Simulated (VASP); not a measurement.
Set up this calculation in VASP 6.6.1, as the native input.

```
Task                   : dielectric tensor
Functional             : r2SCAN
Potentials or basis    : VASP PAW PBE potentials, release 64 (Cd, Se)
Cutoff                 : 520 eV
k mesh                 : 6 × 6 × 6
Occupations            : gaussian, width 0.01 eV
Spin                   : no spin polarisation
Dipole correction      : no
Further INCAR settings : ALGO = Normal; EDIFF = 1e-08
```

The structure of CdSe lies in POSCAR:

```
CdSe
1.0
    0.0000000000      3.0678016992      3.0678016992
    3.0678016992      0.0000000000      3.0678016992
    3.0678016992      3.0678016992      0.0000000000
Cd Se
1 1
Direct
    0.0000000000      0.0000000000      0.0000000000
    0.7500000000      0.7500000000      0.7500000000
```

One way to write it, as run:

INCAR

```
SYSTEM = CdSe
PREC     = Accurate       ! precision mode
ENCUT    = 520            ! plane-wave cutoff, eV
EDIFF    = 1E-8           ! SCF threshold, eV
ISMEAR   = 0              ! smearing method
SIGMA    = 0.01           ! smearing width, eV
LREAL    = .False.        ! projectors in reciprocal space
LASPH    = .True.         ! aspherical terms in the spheres
NELM     = 80             ! most SCF steps
ALGO     = Normal         ! electronic algorithm
ISIF     = 2              ! what is computed and relaxed
LWAVE    = .False.        ! write WAVECAR
LCHARG   = .False.        ! write CHGCAR
METAGGA  = R2SCAN         ! meta-GGA
LMIXTAU  = .True.       
LCALCEPS = .True.
```

KPOINTS

```
Automatic mesh
0
Gamma
  6 6 6
  0 0 0
```

Potentials or basis: VASP PAW PBE potentials, release 64 (Cd, Se).

The run is started by

```sh
$ cat potpaw_PBE.64/Cd/POTCAR potpaw_PBE.64/Se/POTCAR > POTCAR
$ mpirun -np 1 vasp_std > vasp.out
```

It gave:

```
Band gap on the k mesh                  : 1.03 eV
Electronic dielectric tensor (diagonal) : 6.37
Born charges (mean of the diagonal)     : Cd +2.26; Se -2.26 e
```

Wall time 45 min on 1 thread of Intel Xeon 8259CL, with other jobs on the host, peak memory 0.38 GiB.
